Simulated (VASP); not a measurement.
Crystal: Nb.

```
CELL_PARAMETERS angstrom
-1.65113 1.65113 1.65113
1.65113 -1.65113 1.65113
1.65113 1.65113 -1.65113
ATOMIC_POSITIONS crystal
Nb 0.00000 0.00000 0.00000
```

Base run:

| Quantity | Value |
| --- | --- |
| Program | VASP 6.6.1 |
| Functional | r2SCAN |
| Potentials or basis | VASP PAW PBE potentials, release 64 (Nb_sv) |
| Cutoff | 520 eV |
| k mesh | 22 × 22 × 22 |
| Occupations | fermi-dirac, width 0.1 eV |
| Spin | no spin polarisation |

Its results: pressure 0.2 GPa.

The run is repeated on the same cell with these changes: k mesh from 22 × 22 × 22 to 6 × 6 × 6. What comes out?

Pressure -2.4 GPa.

Caveats: some runs use coarse meshes; the PAW data sets were made with another functional, which shifts forces and pressure a little.
